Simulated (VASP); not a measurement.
The system is InAs.

```xyz
2
Lattice="3.3586 0.0000 0.0000 0.0000 3.3586 0.0000 0.0000 0.0000 3.3586" Properties=species:S:1:pos:R:3 pbc="T T T"
In    0.0000    0.0000    0.0000
As    1.6793    1.6793    1.6793
```

* Program: VASP 6.6.1
* Task: relaxation of cell and atoms
* Functional: PBE
* Potentials or basis: VASP PAW PBE potentials, release 64 (In_d, As)
* Cutoff: 600 eV
* k mesh: 8 × 8 × 8
* Occupations: fermi-dirac, width 0.02 eV
* Spin: no spin polarisation

At the start: pressure 16.4 GPa; volume 18.94 Å³/atom.

Where does the relaxation end?

Over 5 steps the energy falls by 168.2 meV/atom and the volume is 22.79 Å³/atom (+20.3 %); space group Pm-3m (No. 221, to 0.05 Å).

Step by step:
```
step  energy change (eV)  largest force (eV/Å)  pressure (GPa)  volume (Å³)
   1              0.0000                0.0000           16.36        37.89
   2             -0.2838                0.0000           -3.92        49.51
   3             -0.3363                0.0000            0.04        45.57
   4             -0.3362                0.0000           -0.17        45.74
   5             -0.3363                0.0000            0.01        45.59
```

Final structure:
```
CELL_PARAMETERS angstrom
3.57227 0.00000 0.00000
0.00000 3.57227 0.00000
0.00000 0.00000 3.57227
ATOMIC_POSITIONS crystal
In 0.00000 0.00000 0.00000
As 0.50000 0.50000 0.50000
```

Caveat: the volume moved by over 15 % at a fixed basis, so the end points are rough.
